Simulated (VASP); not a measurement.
Set up this calculation in VASP 6.6.1, as the native input.

```
Task                   : electric field gradients
Functional             : PBEsol
Potentials or basis    : VASP PAW PBE potentials, release 64 (K_sv)
Cutoff                 : 520 eV
k mesh                 : 10 × 10 × 10
Occupations            : fermi-dirac, width 0.08 eV
Spin                   : no spin polarisation
Dipole correction      : no
Further INCAR settings : ALGO = Normal; EDIFF = 1e-08; NBANDS = 10
```

The structure of K lies in POSCAR:

```
K
1.0
   -2.6441800000      2.6441800000      2.6180000000
    2.6441800000     -2.6441800000      2.6180000000
    2.6441800000      2.6441800000     -2.6180000000
K
1
Direct
    0.0000000000      0.0000000000      0.0000000000
```

This cell differs from its parent crystal: equal xx and yy strain of +1 %.

One way to write it, as run:

INCAR

```
PREC     = Accurate       # precision mode
ENCUT    = 520            # plane-wave cutoff, eV
EDIFF    = 1E-8           # SCF threshold, eV
ISMEAR   = -1             # smearing method
SIGMA    = 0.08           # smearing width, eV
LREAL    = F              # projectors in reciprocal space
LASPH    = T              # aspherical terms in the spheres
NELM     = 100            # most SCF steps
ALGO     = Normal         # electronic algorithm
ISIF     = 2              # what is computed and relaxed
LWAVE    = F              # write WAVECAR
LCHARG   = F              # write CHGCAR
GGA      = PS             # functional
LEFG     = T            
NBANDS   = 10             # bands
```

KPOINTS

```
Automatic mesh
0
Gamma
  10 10 10
```

Potentials or basis: VASP PAW PBE potentials, release 64 (K_sv).

Launch:

```console
$ cat potpaw_PBE.64/K_sv/POTCAR > POTCAR
$ mpirun -np 1 vasp_std > vasp.out
```

It gave:

```json
{
 "Pressure": "-0.1 GPa",
 "Band gap on the k mesh": "zero (an odd number of electrons rules out a gap without spin polarisation)",
 "Largest electric field gradient by atom": "under 0.05 V/Å² on every atom"
}
```

Caveat: the cell differs from its parent crystal (equal xx and yy strain of +1 %); the PAW data sets were made with another functional, which shifts forces and pressure a little.

Run time: 110 s on 1 thread of AMD EPYC 7R13 (shared host), peak memory 0.23 GiB.
